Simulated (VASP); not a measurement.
# Nb3Si2O (P-6m2) in VASP: further runs

Runs on Nb3Si2O. Level: PBE. Tasks: single point.

All numbers are computed with VASP 6.6.1; they aren't measurements. Logs are shortened: lines on timing, memory, paths and dates and some standing lists are left out, and cuts for length are marked.

**1. The cell of the first run**

It takes space group P-6m2 (No. 187, hexagonal). Conventional cell: a = 3.010 Å, b = 3.010 Å, c = 12.096 Å, α = 90.00°, β = 90.00°, γ = 120.00°. Nb (site symmetry -6m2) has 6 Si at 2.66 Å and 6 Nb at 3.01 Å within 3.5 Å. Within 2.5 Å of Nb (site symmetry 3m) lie 1 O at 1.91 Å. Si (site symmetry 3m) has 6 Nb at 2.66 to 2.75 Å and 6 Si at 3.01 Å within 3.5 Å. O (site symmetry -6m2) has 2 Nb at 1.91 Å within 2.5 Å.

**2. Single point, PBE**

File INCAR:

```
SYSTEM = Nb3Si2O
ALGO     = Normal         ! electronic algorithm
EDIFF    = 1E-7           ! SCF threshold, eV
ENCUT    = 520            ! plane-wave cutoff, eV
GGA      = PE             ! functional
ISIF     = 2              ! what is computed and relaxed
ISMEAR   = 0              ! smearing method
LASPH    = .True.         ! aspherical terms in the spheres
LCHARG   = .True.         ! write CHGCAR
LELF     = .True.         ! ELF
LREAL    = .False.        ! projectors in reciprocal space
LVHAR    = .True.       
LWAVE    = .False.        ! write WAVECAR
NBANDS   = 65             ! bands
NELM     = 60             ! most SCF steps
PREC     = Accurate       ! precision mode
SIGMA    = 0.2            ! smearing width, eV
```

File KPOINTS:

```
k-points
0
Gamma
  8 4 2
  0 0 0
```

File POSCAR:

```
Nb3Si2O
1.0
    3.0100202459      0.0000000000      0.0000000000
   -0.0000000001      5.2135079976      0.0000000000
    0.0000000000      0.0000000000     12.0961128271
Nb Si O
6 4 2
Direct
    0.5000000000      0.5000000000      0.5000000000
    0.0000000000      0.0000000000      0.5000000000
    0.5000000000      0.5000000000      0.1576045599
    0.0000000000      0.0000000000      0.1576045599
    0.5000000000      0.5000000000      0.8423954401
    0.0000000000      0.0000000000      0.8423954401
    0.0000000000      0.3333333333      0.3335581478
    0.5000000000      0.8333333333      0.3335581478
    0.0000000000      0.3333333333      0.6664418522
    0.5000000000      0.8333333333      0.6664418522
    0.5000000000      0.5000000000      0.0000000000
    0.0000000000      0.0000000000      0.0000000000
```

Potentials or basis: VASP PAW PBE potentials, release 64 (Nb_sv, Si, O).

Started as:

```sh
cat potpaw_PBE.64/Nb_sv/POTCAR potpaw_PBE.64/Si/POTCAR potpaw_PBE.64/O/POTCAR > POTCAR
mpirun -np 1 vasp_std > vasp.out
```

OUTCAR:

```text
SYSTEM = Nb3Si2O
   EDIFF = 1E-7
   ENCUT = 520
   GGA = PE
   ISIF = 2
   ISMEAR = 0
   LASPH = .True.
   LREAL = .False.
   NELM = 60
   PREC = Accurate

 ion  position               nearest neighbor table
   1  0.500  0.500  0.500-   8 2.66  10 2.66   7 2.66   9 2.66   9 2.66   7 2.66   2 3.01   2 3.01
                             2 3.01   2 3.01
   2  0.000  0.000  0.500-   7 2.66   9 2.66   8 2.66  10 2.66   8 2.66  10 2.66   1 3.01   1 3.01
                             1 3.01   1 3.01
   3  0.500  0.500  0.158-  11 1.91   8 2.75   7 2.75   7 2.75   4 3.01   4 3.01   4 3.01   4 3.01
[... 7 lines left out ...]
   7  0.000  0.333  0.334-   2 2.66   1 2.66   1 2.66   4 2.75   3 2.75   3 2.75   8 3.01   8 3.01
                             8 3.01   8 3.01
   8  0.500  0.833  0.334-   1 2.66   2 2.66   2 2.66   3 2.75   4 2.75   4 2.75   7 3.01   7 3.01
                             7 3.01   7 3.01
   9  0.000  0.333  0.666-   2 2.66   1 2.66   1 2.66   6 2.75   5 2.75   5 2.75  10 3.01  10 3.01
                            10 3.01  10 3.01
  10  0.500  0.833  0.666-   1 2.66   2 2.66   2 2.66   5 2.75   6 2.75   6 2.75   9 3.01   9 3.01
                             9 3.01   9 3.01
  11  0.500  0.500  0.000-   3 1.91   5 1.91
  12  0.000  0.000  0.000-   4 1.91   6 1.91

  LATTYP: Found a simple orthorhombic cell.
 ALAT       =     3.0100202459
 B/A-ratio  =     1.7320508075
 C/A-ratio  =     4.0186151052

  Lattice vectors:

 A1 = (   3.0100202459,   0.0000000000,   0.0000000000)
 A2 = (  -0.0000000001,   5.2135079976,   0.0000000000)
 A3 = (   0.0000000000,   0.0000000000,  12.0961128271)

Analysis of symmetry for initial positions (statically):
=====================================================================
 Subroutine PRICEL returns following result:

  LATTYP: Found a hexagonal cell.
 ALAT       =     3.0100202459
 C/A-ratio  =     4.0186151052

  Lattice vectors:

 A1 = (  -3.0100202459,  -0.0000000000,   0.0000000000)
 A2 = (   1.5050101230,  -2.6067539988,   0.0000000000)
 A3 = (   0.0000000000,   0.0000000000,  12.0961128271)

   2 primitive cells build up your supercell.

 Routine SETGRP: Setting up the symmetry group for a
 simple orthorhombic supercell.

 Subroutine GETGRP returns: Found  4 space group operations
 (whereof  4 operations were pure point group operations)
 out of a pool of  8 trial point group operations.

The static configuration has the point symmetry C_2v.

Analysis of symmetry for dynamics (positions and initial velocities):
=====================================================================
 Subroutine PRICEL returns following result:
[... 142 lines left out ...]
   EFERMI =   0.00;   METHOD = LEGACY
   ISMEAR =     0;   SIGMA  =   0.20  broadening in eV -4-tet -1-fermi 0-gaus
   EFERMI_NEDOS =   21; number of points for ismear=-14 and -15
   IALGO  =     38    algorithm
   IMIX   =      4    mixing-type and parameters
     AMIX     =   0.40;   BMIX     =  1.00
     AMIX_MAG =   1.60;   BMIX_MAG =  1.00
  volume/ion in A,a.u.               =      15.82       106.75
  Fermi-wavevector in a.u.,A,eV,Ry     =   1.348119  2.547576 24.727581  1.817426
  Thomas-Fermi vector in A             =   2.475814
   LORBIT       =      0    0 simple, 1 ext, 2 COOP (PROOUT), +10 PAW based schemes
   GGA     = PE    functional components
   LHFCALC =     F    Hartree Fock is set to
   AEXX    =    0.0000 exact exchange contribution
   IVDW    =     0    specifies the selected vdW correction
   LEPSILON=     F    determine dielectric tensor
   LRPA    =     F    only Hartree local field effects (RPA)
 non-spin polarized calculation
 Gauss-broadening in eV      SIGMA  =   0.20
  energy-cutoff  :      520.00
  volume of cell :      189.82
 maximum number of plane-waves:      5144
 NGX is ok and might be reduce to    24

 number of electron     106.0000002 magnetization

 Free energy of the ion-electron system (eV)
  ---------------------------------------------------
  ext. energy  EPLUGINS =         0.00000000
  ---------------------------------------------------
  free energy    TOTEN  =      -100.63827232 eV

  energy without entropy =     -100.49608917  energy(sigma->0) =     -100.56718074

 E-fermi :   9.8117     XC(G=0): -11.6750

 val. band max:        9.8048997008   @ k =   0.5000   0.5000   0.5000
 cond. band min:       9.8169785381   @ k =   0.0000   0.0000   0.5000
 fundamental gap:      0.0120788372
 Fermi energy:         9.8116961359

 k-point     1 :       0.0000    0.0000    0.0000
  band No.  band energies     occupation
      1     -45.4101      2.00000
      2     -45.4070      2.00000
      3     -45.2960      2.00000
      4     -45.2931      2.00000
      5     -44.8706      2.00000
      6     -44.7520      2.00000
[... 1621 lines left out ...]
     64      12.2426      0.00000
     65      12.4742      0.00000

 [... further k-points ...]

------------------------ aborting loop because EDIFF is reached ----------------------------------------

  FORCE on cell =-STRESS in cart. coord.  units (eV):
  Direction    XX          YY          ZZ          XY          YZ          ZX
  --------------------------------------------------------------------------------------
  -------------------------------------------------------------------------------------
  Total       -0.5003135      0.0712990     -0.3896312     -0.0000000      0.0000000      0.0000000
  in kB       -4.2228678      0.6017949     -3.2886600     -0.0000000      0.0000000      0.0000000
  external PRESSURE =      -2.3032443 kB  Pullay stress =       0.0000000 kB

 VOLUME and BASIS-vectors are now :
 -----------------------------------------------------------------------------
  energy-cutoff  :      520.00
  volume of cell :      189.82
      direct lattice vectors                 reciprocal lattice vectors
     3.010020246  0.000000000  0.000000000     0.332223679  0.000000000  0.000000000
    -0.000000000  5.213507998  0.000000000     0.000000000  0.191809431  0.000000000
     0.000000000  0.000000000 12.096112827     0.000000000  0.000000000  0.082671187

 POSITION                                       TOTAL-FORCE (eV/Angst)
 -----------------------------------------------------------------------------------
      1.50501      2.60675      6.04806         0.000000     -0.012954     -0.000000
      0.00000      0.00000      6.04806         0.000000     -0.012954     -0.000000
      1.50501      2.60675      1.90640         0.000000     -0.006918     -0.029268
      0.00000      0.00000      1.90640         0.000000     -0.006918     -0.029268
      1.50501      2.60675     10.18971         0.000000     -0.006918      0.029268
      0.00000      0.00000     10.18971         0.000000     -0.006918      0.029268
     -0.00000      1.73784      4.03476        -0.000000      0.012843      0.001333
      1.50501      4.34459      4.03476        -0.000000      0.012843      0.001333
     -0.00000      1.73784      8.06136        -0.000000      0.012843     -0.001333
      1.50501      4.34459      8.06136        -0.000000      0.012843     -0.001333
      1.50501      2.60675      0.00000        -0.000000      0.001104      0.000000
      0.00000      0.00000      0.00000        -0.000000      0.001104      0.000000
 -----------------------------------------------------------------------------------
    total drift:                                0.000000     -0.000055     -0.000000

  FREE ENERGIE OF THE ION-ELECTRON SYSTEM (eV)
  ---------------------------------------------------
  free  energy   TOTEN  =      -100.6382723162 eV

  energy  without entropy=     -100.4960891690  energy(sigma->0) =     -100.56718074
```

It took 5 min on 1 thread of Intel Xeon 6975P-C (Granite Rapids), shared host; peak memory 0.43 GiB.

What came out:

```yaml
Free_energy: -100.6383 eV
Pressure: -0.2 GPa
Largest_force: 0.030 eV/Å
Band_gap_on_the_k_mesh: zero (bands 53 and 54 overlap by 1.46 eV)
```

Forces on the atoms (eV/Å):
```
Nb   0.000 -0.013  0.000
Nb   0.000 -0.013  0.000
Nb   0.000 -0.007 -0.029
Nb   0.000 -0.007 -0.029
Nb   0.000 -0.007  0.029
Nb   0.000 -0.007  0.029
Si   0.000  0.013  0.001
Si   0.000  0.013  0.001
Si   0.000  0.013 -0.001
Si   0.000  0.013 -0.001
O    0.000  0.001  0.000
O    0.000  0.001  0.000
```

**3. Single point, PBE**

This run uses another cell than the first one: it holds 6 atoms, not 12.

File INCAR:

```
  ALGO = Normal
  EDIFF = 1E-7
  ENCUT = 520
  GGA = PE
  ISIF = 2
  ISMEAR = 0
  LASPH = T
  LCHARG = T
  LELF = T
  LREAL = F
  LVHAR = T
  LWAVE = F
  NBANDS = 36
  NELM = 80
  PREC = Accurate
  SIGMA = 0.2
```

File KPOINTS:

```
k-points
0
Gamma
  5 5 3
```

File POSCAR:

```
Nb3Si2O
1.0
    5.3136971223      0.0000000000      0.0000000000
   -2.6568485612      4.6017966959      0.0000000000
    0.0000000000      0.0000000000      7.3852033059
Nb Si O
3 2 1
Direct
    0.1662772303      0.8337227697      0.0000000000
    0.1662772303      0.3325544607      0.0000000000
    0.6674455393      0.8337227697      0.0000000000
    0.0000000000      0.0000000000      0.2781209330
    0.0000000000      0.0000000000      0.7218790670
    0.0000000000      0.0000000000      0.5000000000
```

Potentials or basis: VASP PAW PBE potentials, release 64 (Nb_sv, Si, O).

Started as:

```sh
cat potpaw_PBE.64/Nb_sv/POTCAR potpaw_PBE.64/Si/POTCAR potpaw_PBE.64/O/POTCAR > POTCAR
mpirun -np 1 vasp_std > vasp.out
```

OUTCAR:

```text
EDIFF = 1E-7
   ENCUT = 520
   GGA = PE
   ISIF = 2
   ISMEAR = 0
   LASPH = T
   LREAL = F
   NELM = 80
   PREC = Accurate

 ion  position               nearest neighbor table
   1  0.166  0.834  0.000-   4 2.56   5 2.56   3 2.65   2 2.65   3 2.66   2 2.66
   2  0.166  0.333  0.000-   4 2.56   5 2.56   3 2.65   1 2.65   3 2.66   1 2.66
   3  0.667  0.834  0.000-   4 2.56   5 2.56   2 2.65   1 2.65   2 2.66   1 2.66
   4  0.000  0.000  0.278-   6 1.64   1 2.56   3 2.56   2 2.56
   5  0.000  0.000  0.722-   6 1.64   1 2.56   3 2.56   2 2.56
   6  0.000  0.000  0.500-   4 1.64   5 1.64

[... 580 lines left out ...]
  -------------------------------------------------------------------------------------
  Total        0.1549078      0.1549078     -0.0505690     -0.0000000      0.0000000     -0.0000000
  in kB        1.3743496      1.3743496     -0.4486502     -0.0000000      0.0000000     -0.0000000
  external PRESSURE =       0.7666830 kB  Pullay stress =       0.0000000 kB

 VOLUME and BASIS-vectors are now :
 -----------------------------------------------------------------------------
  energy-cutoff  :      520.00
  volume of cell :      180.59
      direct lattice vectors                 reciprocal lattice vectors
     5.313697122  0.000000000  0.000000000     0.188192887  0.108653214  0.000000000
    -2.656848561  4.601796696  0.000000000     0.000000000  0.217306427  0.000000000
     0.000000000  0.000000000  7.385203306     0.000000000  0.000000000  0.135405886

 POSITION                                       TOTAL-FORCE (eV/Angst)
 -----------------------------------------------------------------------------------
     -1.33153      3.83662      0.00000         0.006523     -0.003766     -0.000000
     -0.00000      1.53035      0.00000        -0.000000      0.007532     -0.000000
      1.33153      3.83662      0.00000        -0.006523     -0.003766     -0.000000
      0.00000      0.00000      2.05398         0.000000     -0.000000     -0.076615
      0.00000      0.00000      5.33122         0.000000     -0.000000      0.076615
      0.00000      0.00000      3.69260         0.000000     -0.000000     -0.000000
 -----------------------------------------------------------------------------------
    total drift:                                0.000001     -0.000001      0.000000

  FREE ENERGIE OF THE ION-ELECTRON SYSTEM (eV)
  ---------------------------------------------------
  free  energy   TOTEN  =       -43.4384105734 eV

  energy  without entropy=      -43.3152245756  energy(sigma->0) =      -43.37681757
```

It took 51 s on 1 thread of Intel Xeon 6975P-C (Granite Rapids), shared host; peak memory 0.3 GiB.

What came out:

| Property | Result |
| --- | --- |
| Free energy | -43.4384 eV |
| Pressure | 0.1 GPa |
| Largest force | 0.077 eV/Å |
| Band gap on the k mesh | zero (an odd number of electrons rules out a gap without spin polarisation) |

Forces on the atoms (eV/Å):
```
Nb   0.007 -0.004  0.000
Nb   0.000  0.008  0.000
Nb  -0.007 -0.004  0.000
Si   0.000  0.000 -0.077
Si   0.000  0.000  0.077
O    0.000  0.000  0.000
```

Levels at points of the mesh, in eV from the Fermi level:
```
           k point  band 23  band 24  band 25  band 26  band 27  band 28  band 29  band 30  band 31  band 32
(0.00, 0.00, 0.00)    -1.26    -1.26    -0.98    -0.01    -0.01     2.00     2.00     2.11     3.04     3.51
```

Caveat: an odd number of electrons without spin polarisation forces a metal; a magnetic or distorted state may lie lower.
